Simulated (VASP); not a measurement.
# La2Hg (I4/mcm) in VASP: further runs

The runs below take La2Hg through single point, with PBEsol, LDA.

All numbers are computed with VASP 6.6.1; they aren't measurements. Logs are shortened: lines on timing, memory, paths and dates and some standing lists are left out, and cuts for length are marked.

### 1 The cell of the first run

It takes space group I4/mcm (No. 140, tetragonal). Conventional cell: a = 7.873 Å, b = 7.873 Å, c = 6.038 Å, α = 90.00°, β = 90.00°, γ = 90.00°. Hg (site symmetry 422) has 2 Hg at 3.02 Å and 8 La at 3.33 Å within 4.0 Å. Within 4.4 Å of La (site symmetry m2m) lie 4 Hg at 3.33 Å and 11 La at 3.52 to 4.19 Å.

### 2 Single point, PBEsol

INCAR

```
PREC = Accurate
ENCUT = 500
EDIFF = 1E-6
ISMEAR = -1
SIGMA = 0.0161
LREAL = False
LASPH = True
NELM = 200
ALGO = Normal
ISIF = 2
LWAVE = False
LCHARG = False
GGA = PS
NBANDS = 43
GGA_COMPAT = False
LMAXMIX = 6
```

KPOINTS

```
Automatic mesh
0
Gamma
  4 4 4
```

POSCAR

```
La2Hg
1.0
    0.0000000000      0.0000000000      6.0376210000
    3.9364220000     -3.9364220000      3.0188100000
    3.9364220000      3.9364220000     -3.0188100000
Hg La
2 4
Direct
    0.2500000000      0.0000000000      0.0000000000
    0.7500000000      0.0000000000      0.0000000000
    0.6580000000      0.5000000000      0.8160000000
    0.1580000000      0.1840000000      0.5000000000
    0.3420000000      0.5000000000      0.1840000000
    0.8420000000      0.8160000000      0.5000000000
```

Potentials or basis: VASP PAW PBE potentials, release 64 (Hg, La).

The run is started by

```sh
$ cat potpaw_PBE.64/Hg/POTCAR potpaw_PBE.64/La/POTCAR > POTCAR
$ mpirun -np 1 vasp_std > vasp.out
```

OUTCAR:

```text
PREC = Accurate
   ENCUT = 500
   EDIFF = 1E-6
   ISMEAR = -1
   LREAL = False
   LASPH = True
   NELM = 200
   ISIF = 2
   GGA = PS

 ion  position               nearest neighbor table
   1  0.250  0.000  0.000-   2 3.02   2 3.02   5 3.33   4 3.33   5 3.33   4 3.33   6 3.33   3 3.33
                             6 3.33   3 3.33
   2  0.750  0.000  0.000-   1 3.02   1 3.02   6 3.33   3 3.33   3 3.33   6 3.33   4 3.33   5 3.33
                             5 3.33   4 3.33
   3  0.658  0.500  0.816-   2 3.33   2 3.33   1 3.33   1 3.33   5 3.52   5 3.65   5 3.65
   4  0.158  0.184  0.500-   1 3.33   1 3.33   2 3.33   2 3.33   6 3.52   6 3.65   6 3.65
   5  0.342  0.500  0.184-   1 3.33   1 3.33   2 3.33   2 3.33   3 3.52   3 3.65   3 3.65
   6  0.842  0.816  0.500-   2 3.33   2 3.33   1 3.33   1 3.33   4 3.52   4 3.65   4 3.65

  LATTYP: Found a body centered tetragonal cell.
 ALAT       =     7.8728440000
 C/A-ratio  =     0.7668919897

  Lattice vectors:

 A1 = (   3.9364220000,  -3.9364220000,  -3.0188110000)
 A2 = (  -3.9364220000,   3.9364220000,  -3.0188100000)
 A3 = (   3.9364220000,   3.9364220000,   3.0188110000)

Analysis of symmetry for initial positions (statically):
=====================================================================
 Subroutine PRICEL returns:
 Original cell was already a primitive cell.

 Routine SETGRP: Setting up the symmetry group for a
 body centered tetragonal supercell.

 Subroutine GETGRP returns: Found 16 space group operations
 (whereof  8 operations were pure point group operations)
 out of a pool of 16 trial point group operations.

The static configuration has the point symmetry C_4h.
 The point group associated with its full space group is D_4h.

Analysis of symmetry for dynamics (positions and initial velocities):
=====================================================================
 Subroutine PRICEL returns:
 Original cell was already a primitive cell.

 Routine SETGRP: Setting up the symmetry group for a
 body centered tetragonal supercell.

 Subroutine GETGRP returns: Found 16 space group operations
 (whereof  8 operations were pure point group operations)
 out of a pool of 16 trial point group operations.

The dynamic configuration has the point symmetry C_4h.
 The point group associated with its full space group is D_4h.

 Subroutine INISYM returns: Found 16 space group operations
 (whereof  8 operations are pure point group operations),
 and found     1 'primitive' translations

----------------------------------------------------------------------------------------

                                     Primitive cell

  volume of cell :     187.1109

  direct lattice vectors                    reciprocal lattice vectors
     0.000000000  0.000000000  6.037621000     0.000000000  0.127018881  0.165628151
     3.936422000 -3.936422000  3.018810000     0.127018902 -0.127018902  0.000000000
     3.936422000  3.936422000 -3.018810000     0.127018902  0.127018902  0.000000000

  length of vectors
     6.037621000  6.332775864  6.332775864     0.208725850  0.179631854  0.179631854

  position of ions in fractional coordinates (direct lattice)
     0.250000000  0.000000000  0.000000000
     0.750000000  0.000000000  0.000000000
     0.658000000  0.500000000  0.816000000
     0.158000000  0.184000000  0.500000000
     0.342000000  0.500000000  0.184000000
     0.842000000  0.816000000  0.500000000

  ion indices of the primitive-cell ions
   primitive index   ion index
                 1           1
                 2           2
                 3           3
                 4           4
                 5           5
                 6           6

----------------------------------------------------------------------------------------

 KPOINTS: Automatic mesh

Automatic generation of k-mesh.
 Grid dimensions read from file:
 generate k-points for:    4    4    4

 Generating k-lattice:

  Cartesian coordinates                     Fractional coordinates (reciprocal lattice)
     0.000000000  0.031754720  0.041407038     0.250000000  0.000000000 -0.000000000
     0.031754725 -0.031754725  0.000000000     0.000000000  0.250000000  0.000000000
     0.031754725  0.031754725  0.000000000     0.000000000  0.000000000  0.250000000

  Length of vectors
     0.052181462  0.044907963  0.044907963

  Shift w.r.t. Gamma in fractional coordinates (k-lattice)
     0.000000000  0.000000000  0.000000000

 Subroutine IBZKPT returns following result:
 ===========================================

 Found     13 irreducible k-points:

 Following reciprocal coordinates:
            Coordinates               Weight
  0.000000  0.000000  0.000000      1.000000
  0.250000  0.000000 -0.000000      8.000000
  0.500000  0.000000 -0.000000      4.000000
  0.000000  0.250000  0.000000      4.000000
  0.500000  0.250000 -0.000000      8.000000
 -0.250000  0.250000  0.000000     16.000000
  0.000000  0.500000  0.000000      2.000000
  0.000000  0.250000  0.250000      4.000000
  0.500000  0.250000  0.250000      2.000000
  0.000000  0.500000  0.250000      4.000000
  0.250000  0.500000  0.250000      8.000000
  0.500000 -0.250000  0.250000      2.000000
  0.000000  0.500000  0.500000      1.000000
   k-points           NKPTS =     13   k-points in BZ     NKDIM =     13   number of bands    NBANDS=     43
   number of dos      NEDOS =    301   number of ions     NIONS =      6
   total plane-waves  NPLWV = 110592
   dimension x,y,z NGX =    48 NGY =   48 NGZ =   48
   dimension x,y,z NGXF=    96 NGYF=   96 NGZF=   96
   ions per type =               2   4
   NGX,Y,Z   is equivalent  to a cutoff of  13.22, 12.60, 12.60 a.u.
   NGXF,Y,Z  is equivalent  to a cutoff of  26.43, 25.20, 25.20 a.u.
 SYSTEM =  unknown system
   PREC   = accura    normal or accurate (medium, high low for compatibility)
   ISTART =      0    job   : 0-new  1-cont  2-samecut
   ICHARG =      2    charge: 1-file 2-atom 10-const
   ISPIN  =      1    spin polarized calculation?
   LNONCOLLINEAR =      F non collinear calculations
   LSORBIT =      F    spin-orbit coupling
   LASPH  =      T    aspherical Exc in radial PAW
   ENCUT  =  500.0 eV  36.75 Ry    6.06 a.u.  11.01 11.55 11.55*2*pi/ulx,y,z
   NELM   =    200;   NELMIN=  2; NELMDL= -5     # of ELM steps
   EDIFF  = 0.1E-05   stopping-criterion for ELM
   LREAL  =      F    real-space projection
[... 7 lines left out ...]
   TEBEG  =    0.0;   TEEND  =   0.0 temperature during run
   PSTRESS=    0.0 pullay stress
   NELECT =      68.0000    total number of electrons
   NUPDOWN=      -1.0000    fix difference up-down
   EMIN   =  10.00;   EMAX   =-10.00  energy-range for DOS
   EFERMI =   0.00;   METHOD = LEGACY
   ISMEAR =    -1;   SIGMA  =   0.02  broadening in eV -4-tet -1-fermi 0-gaus
   EFERMI_NEDOS =   21; number of points for ismear=-14 and -15
   IALGO  =     38    algorithm
   IMIX   =      4    mixing-type and parameters
     AMIX     =   0.40;   BMIX     =  1.00
     AMIX_MAG =   1.60;   BMIX_MAG =  1.00
  volume/ion in A,a.u.               =      31.19       210.45
  Fermi-wavevector in a.u.,A,eV,Ry     =   1.168274  2.207718 18.570108  1.364864
  Thomas-Fermi vector in A             =   2.304763
   LORBIT       =      0    0 simple, 1 ext, 2 COOP (PROOUT), +10 PAW based schemes
   GGA     = PS    functional components
   LHFCALC =     F    Hartree Fock is set to
   AEXX    =    0.0000 exact exchange contribution
   IVDW    =     0    specifies the selected vdW correction
   LEPSILON=     F    determine dielectric tensor
   LRPA    =     F    only Hartree local field effects (RPA)
 non-spin polarized calculation
  energy-cutoff  :      500.00
  volume of cell :      187.11
 maximum number of plane-waves:      4795
 NGX is ok and might be reduce to    48
   NGX = 21   NGY = 23   NGZ = 23

 number of electron      68.0000003 magnetization

 Free energy of the ion-electron system (eV)
  ---------------------------------------------------
  ext. energy  EPLUGINS =         0.00000000
  ---------------------------------------------------
  free energy    TOTEN  =       -24.26126380 eV

  energy without entropy =      -24.24502731  energy(sigma->0) =      -24.25314555

 E-fermi :   7.0255     XC(G=0): -10.2002

 val. band max:        7.0206650490   @ k =  -0.2500   0.2500   0.0000
 cond. band min:       7.0426751014   @ k =   0.5000   0.2500  -0.0000
 fundamental gap:      0.0220100524
 Fermi energy:         7.0255173440

 k-point     1 :       0.0000    0.0000    0.0000
  band No.  band energies     occupation
      1     -25.7650      2.00000
      2     -25.6502      2.00000
      3     -25.5539      2.00000
      4     -25.5539      2.00000
      5      -9.7821      2.00000
      6      -9.7809      2.00000
[... 35 lines left out ...]
     42       8.6134      0.00000
     43       8.6641      0.00000

 k-point     2 :       0.2500    0.0000   -0.0000
  band No.  band energies     occupation
      1     -25.7317      2.00000
      2     -25.6484      2.00000
      3     -25.5728      2.00000
      4     -25.5712      2.00000
      5      -9.9044      2.00000
      6      -9.8511      2.00000
[... 35 lines left out ...]
     42       8.6322      0.00000
     43       8.6884      0.00000

 k-point     3 :       0.5000    0.0000   -0.0000
  band No.  band energies     occupation
      1     -25.6649      2.00000
      2     -25.6649      2.00000
      3     -25.5977      2.00000
      4     -25.5977      2.00000
      5      -9.9372      2.00000
      6      -9.9372      2.00000
[... 35 lines left out ...]
     42       8.6069      0.00000
     43       8.6286      0.00000

 k-point     4 :       0.0000    0.2500    0.0000
  band No.  band energies     occupation
      1     -25.7460      2.00000
      2     -25.6494      2.00000
      3     -25.5744      2.00000
      4     -25.5538      2.00000
      5      -9.8142      2.00000
      6      -9.7517      2.00000
[... 35 lines left out ...]
     42       8.5693      0.00000
     43       8.7181      0.00000

 k-point     5 :       0.5000    0.2500   -0.0000
  band No.  band energies     occupation
      1     -25.6732      2.00000
      2     -25.6554      2.00000
      3     -25.5989      2.00000
      4     -25.5977      2.00000
      5      -9.9896      2.00000
      6      -9.8201      2.00000
[... 35 lines left out ...]
     42       8.5734      0.00000
     43       8.7418      0.00000

 k-point     6 :      -0.2500    0.2500    0.0000
  band No.  band energies     occupation
      1     -25.7060      2.00000
      2     -25.6412      2.00000
      3     -25.6055      2.00000
      4     -25.5720      2.00000
      5      -9.9390      2.00000
      6      -9.7697      2.00000
[... 35 lines left out ...]
     42       8.6701      0.00000
     43       8.7182      0.00000

 k-point     7 :       0.0000    0.5000    0.0000
  band No.  band energies     occupation
      1     -25.7222      2.00000
      2     -25.6443      2.00000
      3     -25.6038      2.00000
      4     -25.5537      2.00000
      5      -9.8210      2.00000
      6      -9.8191      2.00000
[... 35 lines left out ...]
     42       8.6663      0.00000
     43       8.8032      0.00000

 k-point     8 :       0.0000    0.2500    0.2500
  band No.  band energies     occupation
      1     -25.7256      2.00000
      2     -25.6487      2.00000
      3     -25.5766      2.00000
      4     -25.5730      2.00000
      5      -9.8825      2.00000
      6      -9.8317      2.00000
[... 35 lines left out ...]
     42       8.6379      0.00000
     43       8.6731      0.00000

 k-point     9 :       0.5000    0.2500    0.2500
  band No.  band energies     occupation
      1     -25.6634      2.00000
      2     -25.6634      2.00000
      3     -25.5992      2.00000
      4     -25.5992      2.00000
      5      -9.8689      2.00000
      6      -9.8689      2.00000
[... 35 lines left out ...]
     42       8.7588      0.00000
     43       8.7636      0.00000

 k-point    10 :       0.0000    0.5000    0.2500
  band No.  band energies     occupation
      1     -25.6984      2.00000
      2     -25.6437      2.00000
      3     -25.6075      2.00000
      4     -25.5747      2.00000
      5      -9.9535      2.00000
      6      -9.8135      2.00000
[... 35 lines left out ...]
     42       8.6961      0.00000
     43       8.7398      0.00000

 k-point    11 :       0.2500    0.5000    0.2500
  band No.  band energies     occupation
      1     -25.6729      2.00000
      2     -25.6393      2.00000
      3     -25.6071      2.00000
      4     -25.6056      2.00000
      5      -9.9480      2.00000
      6      -9.8512      2.00000
[... 35 lines left out ...]
     42       8.6641      0.00000
     43       8.6966      0.00000

 k-point    12 :       0.5000   -0.2500    0.2500
  band No.  band energies     occupation
      1     -25.6817      2.00000
      2     -25.6460      2.00000
      3     -25.5987      2.00000
      4     -25.5987      2.00000
      5     -10.0489      2.00000
      6      -9.6926      2.00000
[... 35 lines left out ...]
     42       8.4294      0.00000
     43       8.4304      0.00000

 k-point    13 :       0.0000    0.5000    0.5000
  band No.  band energies     occupation
      1     -25.6431      2.00000
      2     -25.6431      2.00000
      3     -25.6423      2.00000
      4     -25.5961      2.00000
      5     -10.0282      2.00000
      6      -9.7874      2.00000
[... 35 lines left out ...]
     42       8.6391      0.00000
     43       8.6600      0.00000

------------------------ aborting loop because EDIFF is reached ----------------------------------------

  FORCE on cell =-STRESS in cart. coord.  units (eV):
  Direction    XX          YY          ZZ          XY          YZ          ZX
  --------------------------------------------------------------------------------------
  -------------------------------------------------------------------------------------
  Total       -1.4102780     -1.4102780     -0.5357386      0.0000000     -0.0000002      0.0000000
  in kB      -12.0758069    -12.0758069     -4.5873762      0.0000000     -0.0000015      0.0000000
  external PRESSURE =      -9.5796633 kB  Pullay stress =       0.0000000 kB

 VOLUME and BASIS-vectors are now :
 -----------------------------------------------------------------------------
  energy-cutoff  :      500.00
  volume of cell :      187.11
      direct lattice vectors                 reciprocal lattice vectors
     0.000000000  0.000000000  6.037621000     0.000000000  0.127018881  0.165628151
     3.936422000 -3.936422000  3.018810000     0.127018902 -0.127018902  0.000000000
     3.936422000  3.936422000 -3.018810000     0.127018902  0.127018902  0.000000000

 POSITION                                       TOTAL-FORCE (eV/Angst)
 -----------------------------------------------------------------------------------
      0.00000      0.00000      1.50941         0.000000     -0.000000     -0.000000
      0.00000      0.00000      4.52822         0.000000     -0.000000     -0.000000
      5.18033      1.24391      3.01881        -0.070228     -0.070228     -0.000000
      2.69251      1.24391      0.00000         0.070228     -0.070228     -0.000000
      2.69251     -1.24391      3.01881         0.070228      0.070228      0.000000
      5.18033     -1.24391      6.03762        -0.070228      0.070228      0.000000
 -----------------------------------------------------------------------------------
    total drift:                                0.000000     -0.000000      0.000000

  FREE ENERGIE OF THE ION-ELECTRON SYSTEM (eV)
  ---------------------------------------------------
  free  energy   TOTEN  =       -24.2612637961 eV

  energy  without entropy=      -24.2450273099  energy(sigma->0) =      -24.25314555
```

Wall time 3.3 min (1 thread of Intel Xeon Platinum 8259CL at 2.50GHz (Skylake/Cascade Lake), shared host); peak memory 0.37 GiB.

What came out:

- Free energy: -24.2613 eV
- Pressure: -1.0 GPa
- Largest force: 0.099 eV/Å
- Band gap on the k mesh: zero (bands 34 and 35 overlap by 0.52 eV)

Forces in eV/Å, atoms in the order of the input:
```
Hg   0.000  0.000  0.000
Hg   0.000  0.000  0.000
La  -0.070 -0.070  0.000
La   0.070 -0.070  0.000
La   0.070  0.070  0.000
La  -0.070  0.070  0.000
```

Caveat: the PAW data sets were made with another functional, which shifts forces and pressure a little; spin-orbit coupling is left out, which moves the levels of the heavy elements.

(Part 1 of 2 ends here.)

The gap in the log of VASP goes by the Fermi energy; the results here count the filled bands.